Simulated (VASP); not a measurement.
# CO2 (I-42d) in VASP: single point with PBEsol

Aim: the single point of CO2 with PBEsol.

Everything below comes from runs of VASP 6.6.1. Logs are shortened: lines on timing, memory, paths and dates and some standing lists are left out, and cuts for length are marked.

## Step 1: The cell of the first run

The structure is tetragonal, space group I-42d (No. 122). Conventional cell: a = 3.552 Å, b = 3.552 Å, c = 5.918 Å, α = 90.00°, β = 90.00°, γ = 90.00°. C (site symmetry -4) has 4 O at 1.38 Å within 1.8 Å. O (site symmetry 2) has 2 C at 1.38 Å within 1.8 Å.

## Step 2: Single point, PBEsol, non-collinear spin, zero start, spin-orbit coupling

Input file POSCAR:

```
CO2
1.0
   -1.7758893900      1.7758893900      2.9591823300
    1.7758893900     -1.7758893900      2.9591823300
    1.7758893900      1.7758893900     -2.9591823300
C O
2 4
Direct
    0.0000000000      0.0000000000      0.0000000000
    0.7500000000      0.2500000000      0.5000000000
    0.3750000000      0.3390000000      0.4640000000
    0.6610000000      0.1250000000      0.0360000000
    0.8750000000      0.9110000000      0.5360000000
    0.0890000000      0.6250000000      0.9640000000
```

Input file INCAR.step1:

```
  PREC = Accurate
  ENCUT = 520
  EDIFF = 1E-6
  ISMEAR = -1
  SIGMA = 0.0371
  LREAL = False
  LASPH = True
  NELM = 150
  ALGO = Normal
  ISIF = 2
  LWAVE = False
  LCHARG = True
  MAGMOM = 0 0 0 0 0 0 0 0 0 0 0 0 0 0 0 0 0 0
  LSORBIT = True
  GGA_COMPAT = False
  LORBMOM = True
  GGA = PS
  NBANDS = 48
```

Input file KPOINTS.step1:

```
regular mesh
0
Gamma
  7 7 7
```

Input file INCAR.step2:

```
  PREC = Accurate
  ENCUT = 520
  EDIFF = 1E-6
  ISMEAR = -5
  SIGMA = 0.0371
  LREAL = False
  LASPH = True
  NELM = 150
  ALGO = Normal
  ISIF = 2
  LWAVE = False
  LCHARG = False
  MAGMOM = 0 0 0 0 0 0 0 0 0 0 0 0 0 0 0 0 0 0
  LORBIT = 10
  LSORBIT = True
  GGA_COMPAT = False
  LORBMOM = True
  GGA = PS
  NBANDS = 48
  NEDOS = 1001
  ICHARG = 11
```

Input file KPOINTS.step2:

```
regular mesh
0
Gamma
  11 11 11
```

Potentials or basis: VASP PAW PBE potentials, release 64 (C, O).

Started as:

```bash
> cat potpaw_PBE.64/C/POTCAR potpaw_PBE.64/O/POTCAR > POTCAR
> cp INCAR.step1 INCAR
> cp KPOINTS.step1 KPOINTS
> mpirun -np 1 vasp_ncl > vasp.out
> cp INCAR.step2 INCAR
> cp KPOINTS.step2 KPOINTS
> mpirun -np 1 vasp_ncl > vasp.out
```

OUTCAR:

```text
PREC = Accurate
   ENCUT = 520
   EDIFF = 1E-6
   ISMEAR = -5
   LREAL = False
   LASPH = True
   NELM = 150
   ISIF = 2
   LORBIT = 10
   LSORBIT = True
   GGA = PS
   ICHARG = 11

 ion  position               nearest neighbor table
   1  0.000  0.000  0.000-   3 1.38   4 1.38   5 1.38   6 1.38
   2  0.750  0.250  0.500-   3 1.38   4 1.38   5 1.38   6 1.38
   3  0.375  0.339  0.464-   1 1.38   2 1.38
   4  0.661  0.125  0.036-   1 1.38   2 1.38
   5  0.875  0.911  0.536-   1 1.38   2 1.38
   6  0.089  0.625  0.964-   1 1.38   2 1.38

  LATTYP: Found a body centered tetragonal cell.
 ALAT       =     3.5517787800
 C/A-ratio  =     1.6663100454

  Lattice vectors:

 A1 = (  -1.7758893900,   1.7758893900,   2.9591823300)
 A2 = (   1.7758893900,  -1.7758893900,   2.9591823300)
 A3 = (   1.7758893900,   1.7758893900,  -2.9591823300)

Analysis of symmetry for initial positions (statically):
=====================================================================
 Subroutine PRICEL returns:
 Original cell was already a primitive cell.

 Routine SETGRP: Setting up the symmetry group for a
 body centered tetragonal supercell.

 Subroutine GETGRP returns: Found  8 space group operations
 (whereof  4 operations were pure point group operations)
 out of a pool of 16 trial point group operations.

The static configuration has the point symmetry S_4 .
 The point group associated with its full space group is D_2d.

Analysis of symmetry for dynamics (positions and initial velocities):
=====================================================================
 Subroutine PRICEL returns:
 Original cell was already a primitive cell.

 Routine SETGRP: Setting up the symmetry group for a
 body centered tetragonal supercell.

 Subroutine GETGRP returns: Found  8 space group operations
 (whereof  4 operations were pure point group operations)
 out of a pool of 16 trial point group operations.

The dynamic configuration has the point symmetry S_4 .
 The point group associated with its full space group is D_2d.

Analysis of structural, dynamic, and magnetic symmetry:
=====================================================================
 Subroutine PRICEL returns:
 Original cell was already a primitive cell.

 Routine SETGRP: Setting up the symmetry group for a
 body centered tetragonal supercell.

 Subroutine GETGRP returns: Found  8 space group operations
 (whereof  4 operations were pure point group operations)
 out of a pool of 16 trial point group operations.

The overall configuration has the point symmetry S_4 .
 The point group associated with its full space group is D_2d.

 Subroutine INISYM returns: Found  8 space group operations
 (whereof  4 operations are pure point group operations),
 and found     1 'primitive' translations

----------------------------------------------------------------------------------------

                                     Primitive cell

  volume of cell :      37.3305

  direct lattice vectors                    reciprocal lattice vectors
    -1.775889390  1.775889390  2.959182330     0.000000000  0.281549067  0.168965594
     1.775889390 -1.775889390  2.959182330     0.281549067  0.000000000  0.168965594
     1.775889390  1.775889390 -2.959182330     0.281549067  0.281549067  0.000000000

  length of vectors
     3.881278953  3.881278953  3.881278953     0.328358415  0.328358415  0.398170508

  position of ions in fractional coordinates (direct lattice)
     0.000000000  0.000000000  0.000000000
     0.750000000  0.250000000  0.500000000
     0.375000000  0.339000000  0.464000000
     0.661000000  0.125000000  0.036000000
     0.875000000  0.911000000  0.536000000
     0.089000000  0.625000000  0.964000000

  ion indices of the primitive-cell ions
   primitive index   ion index
                 1           1
                 2           2
                 3           3
                 4           4
                 5           5
                 6           6

----------------------------------------------------------------------------------------

[... 124 lines left out ...]

 k-point     1 :       0.0000    0.0000    0.0000
  band No.  band energies     occupation
      1     -20.4030      1.00000
      2     -20.4030      1.00000
      3     -14.3072      1.00000
      4     -14.3072      1.00000
      5     -14.3065      1.00000
      6     -14.3065      1.00000
[... 1117 lines left out ...]
     43      17.3264      0.00000
     44      17.3291      0.00000

 [... further k-points ...]

 [bands above 44 left out]

------------------------ aborting loop because EDIFF is reached ----------------------------------------

  FORCE on cell =-STRESS in cart. coord.  units (eV):
  Direction    XX          YY          ZZ          XY          YZ          ZX
  --------------------------------------------------------------------------------------
  -------------------------------------------------------------------------------------
  Total        6.7312946      6.7312946      8.6788676      0.0000000     -0.0000000      0.0000000
  in kB      288.8987362    288.8987362    372.4861268      0.0000000     -0.0000000      0.0000000
  external PRESSURE =     316.7611998 kB  Pullay stress =       0.0000000 kB

 VOLUME and BASIS-vectors are now :
 -----------------------------------------------------------------------------
  energy-cutoff  :      520.00
  volume of cell :       37.33
      direct lattice vectors                 reciprocal lattice vectors
    -1.775889390  1.775889390  2.959182330     0.000000000  0.281549067  0.168965594
     1.775889390 -1.775889390  2.959182330     0.281549067  0.000000000  0.168965594
     1.775889390  1.775889390 -2.959182330     0.281549067  0.281549067  0.000000000

 POSITION                                       TOTAL-FORCE (eV/Angst)
 -----------------------------------------------------------------------------------
      0.00000      0.00000      0.00000        -0.000000     -0.000000      0.000000
     -0.00000      1.77589      1.47959        -0.000000     -0.000000     -0.000000
      0.76008      0.88794      0.73980        -1.370368     -0.000000     -0.000000
     -0.88794      1.01581      2.21939         0.000000      1.370368     -0.000000
      1.01581      0.88794      3.69898         1.370368     -0.000000     -0.000000
      2.66383      0.76008     -0.73980         0.000000     -1.370368     -0.000000
 -----------------------------------------------------------------------------------
    total drift:                                0.000001      0.000001      0.000000

  FREE ENERGIE OF THE ION-ELECTRON SYSTEM (eV)
  ---------------------------------------------------
  free  energy   TOTEN  =       -45.0197112789 eV

  energy  without entropy=      -45.0197112789  energy(sigma->0) =      -45.01971128

 orbital moment (x)

 # of ion     p       tot
 --------------------------------
  1         0.000   0.000
  2        -0.000  -0.000
  3         0.000   0.000
  4         0.000   0.000
  5        -0.000  -0.000
  6         0.000   0.000
 --------------------------------
           -0.000  -0.000

 orbital moment (y)

 # of ion     p       tot
 --------------------------------
  1         0.000   0.000
  2         0.000   0.000
  3         0.000   0.000
  4         0.000   0.000
  5         0.000   0.000
  6        -0.000  -0.000
 --------------------------------
            0.000   0.000

 orbital moment (z)

 # of ion     p       tot
 --------------------------------
  1        -0.000  -0.000
  2         0.000   0.000
  3         0.000   0.000
  4         0.000   0.000
  5         0.000   0.000
  6         0.000   0.000
 --------------------------------
            0.000   0.000

 Spin-Orbit-Coupling matrix elements

 Ion:    1  E_soc:     -0.0000164
 l=   1
     0.0000000    -0.0000028    -0.0000026
    -0.0000028     0.0000000    -0.0000028
    -0.0000026    -0.0000028     0.0000000
 l=   2
     0.0000000     0.0000000     0.0000000     0.0000000     0.0000000
     0.0000000     0.0000000     0.0000000     0.0000000     0.0000000
     0.0000000     0.0000000     0.0000000     0.0000000     0.0000000
     0.0000000     0.0000000     0.0000000     0.0000000     0.0000000
     0.0000000     0.0000000     0.0000000     0.0000000     0.0000000
 l=   3
     0.0000000     0.0000000     0.0000000     0.0000000     0.0000000     0.0000000     0.0000000
     0.0000000     0.0000000     0.0000000     0.0000000     0.0000000     0.0000000     0.0000000
     0.0000000     0.0000000     0.0000000     0.0000000     0.0000000     0.0000000     0.0000000
     0.0000000     0.0000000     0.0000000     0.0000000     0.0000000     0.0000000     0.0000000
[... 89 lines left out ...]
 l=   2
     0.0000000     0.0000000     0.0000000     0.0000000     0.0000000
     0.0000000     0.0000000     0.0000000     0.0000000     0.0000000
     0.0000000     0.0000000     0.0000000     0.0000000     0.0000000
     0.0000000     0.0000000     0.0000000     0.0000000     0.0000000
     0.0000000     0.0000000     0.0000000     0.0000000     0.0000000
 l=   3
     0.0000000     0.0000000     0.0000000     0.0000000     0.0000000     0.0000000     0.0000000
     0.0000000     0.0000000     0.0000000     0.0000000     0.0000000     0.0000000     0.0000000
     0.0000000     0.0000000     0.0000000     0.0000000     0.0000000     0.0000000     0.0000000
     0.0000000     0.0000000     0.0000000     0.0000000     0.0000000     0.0000000     0.0000000
     0.0000000     0.0000000     0.0000000     0.0000000     0.0000000     0.0000000     0.0000000
     0.0000000     0.0000000     0.0000000     0.0000000     0.0000000     0.0000000     0.0000000
     0.0000000     0.0000000     0.0000000     0.0000000     0.0000000     0.0000000     0.0000000

 total charge

# of ion       s       p       d       tot
------------------------------------------
    1        0.803   1.635   0.000   2.438
    2        0.803   1.635   0.000   2.438
    3        1.578   3.636   0.000   5.214
    4        1.578   3.636   0.000   5.214
    5        1.578   3.636   0.000   5.214
    6        1.578   3.636   0.000   5.214
--------------------------------------------------
tot          7.918  17.814   0.000  25.732

 magnetization (x)

# of ion       s       p       d       tot
------------------------------------------
    1        0.000   0.000   0.000   0.000
    2        0.000   0.000   0.000   0.000
    3        0.000   0.000   0.000   0.000
    4       -0.000  -0.000   0.000  -0.000
    5       -0.000  -0.000   0.000  -0.000
    6        0.000   0.000   0.000   0.000
--------------------------------------------------
tot         -0.000  -0.000   0.000  -0.000

 magnetization (y)

# of ion       s       p       d       tot
------------------------------------------
    1        0.000   0.000   0.000   0.000
    2       -0.000   0.000   0.000  -0.000
    3        0.000   0.000   0.000   0.000
    4        0.000   0.000   0.000   0.000
    5        0.000   0.000   0.000   0.000
    6       -0.000  -0.000   0.000  -0.000
--------------------------------------------------
tot         -0.000   0.000   0.000   0.000

 magnetization (z)

# of ion       s       p       d       tot
------------------------------------------
    1        0.000   0.000   0.000   0.000
    2       -0.000  -0.000   0.000  -0.000
    3       -0.000   0.000   0.000   0.000
    4       -0.000   0.000   0.000  -0.000
    5        0.000   0.000   0.000   0.000
    6        0.000  -0.000   0.000   0.000
--------------------------------------------------
tot          0.000   0.000   0.000   0.000
```

It took 6.2 min on 1 thread of AMD EPYC 9R45 (Zen 5), shared host; peak memory 0.55 GiB.

Results:

| Property | Result |
| --- | --- |
| Net moment | 0.00 μB per cell |
| Valence electrons inside the program's atomic spheres | C 2.44; O 5.21 |

Moments on the atoms (μB; x, y, z):
```
C   0.00 0.00 0.00
C   0.00 0.00 0.00
O   0.00 0.00 0.00
O   0.00 0.00 0.00
O   0.00 0.00 0.00
O   0.00 0.00 0.00
```

Caveat: the PAW data sets were made with another functional, which shifts forces and pressure a little.
